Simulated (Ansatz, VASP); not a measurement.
# Two plane-wave programs on WC

```
CELL_PARAMETERS angstrom
2.90650 0.00000 0.00000
-1.45325 2.51710 0.00000
0.00000 0.00000 2.83660
ATOMIC_POSITIONS crystal
W 0.00000 0.00000 0.00000
C 0.66667 0.33333 0.50000
```

Alike in both runs: task single point; functional PBE; k mesh 11 × 11 × 10; occupations methfessel-paxton of order 1, width 0.5 eV; no spin polarisation.

```csv
,VASP,Ansatz
version,VASP 6.6.1,Ansatz 0.2.0
potentials or method,"VASP PAW PBE potentials, release 64 (W_sv, C), cutoff 520 eV","plane waves, PAW"
valence electrons in the cell,18,18
```

|  | VASP | Ansatz | Ansatz less VASP |
| --- | --- | --- | --- |
| pressure (GPa) | 6.6 | 5.5 | -1.16 |
| traceless stress, the component that is largest in VASP (GPa) | -0.08 | -0.30 | -0.216 |

The functional is the same, so the differences come from potentials, cutoffs and numerics.

Spin-orbit coupling is off throughout.
